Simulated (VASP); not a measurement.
Crystal: Si.

```xyz
2
Lattice="2.7692 0.0000 0.0000 -1.3846 2.3982 0.0000 0.0000 0.0000 4.5221" Properties=species:S:1:pos:R:3 pbc="T T T"
Si    0.0000    1.5988    1.1305
Si    1.3846    0.7994    3.3915
```

This isn't the form of Si at room conditions, which is diamond.

```yaml
Program: VASP 6.6.1
Task: relaxation of cell and atoms
Functional: PBEsol
Potentials_or_basis: VASP PAW PBE potentials, release 64 (Si)
Cutoff: 600 eV
k_mesh: 13 × 13 × 7
Occupations: fermi-dirac, width 0.1 eV
Spin: no spin polarisation
```

At the start: pressure -5.8 GPa; volume 15.02 Å³/atom.

Problem. How do energy, volume and symmetry change on relaxing?

Solution. Over 9 steps the energy falls by 19.8 meV/atom and the volume is 14.01 Å³/atom (-6.7 %); space group P6_3/mmc (No. 194, to 0.1 Å) before and after.

Step by step:
```
step  energy change (eV)  largest force (eV/Å)  pressure (GPa)  volume (Å³)
   1              0.0000                0.0000           -5.76        30.03
   2             -0.0381                0.0000            0.86        27.75
   3             -0.0388                0.0000            0.02        27.99
   4             -0.0388                0.0000           -0.11        28.03
   5             -0.0388                0.0000           -0.11        28.03
   6             -0.0391                0.0000           -0.10        28.03
   7             -0.0395                0.0000           -0.06        28.03
   8             -0.0396                0.0000            0.02        28.01
   9             -0.0396                0.0000           -0.04        28.02
```

Final structure:
```
Si
1.0
     2.68483    0.00000    0.00000
    -1.34241    2.32513    0.00000
     0.00000    0.00000    4.48895
Si
2
Direct
  0.33333 0.66667 0.25000
  0.66667 0.33333 0.75000
```

Caveat: the PAW data sets were made with another functional, which shifts forces and pressure a little.
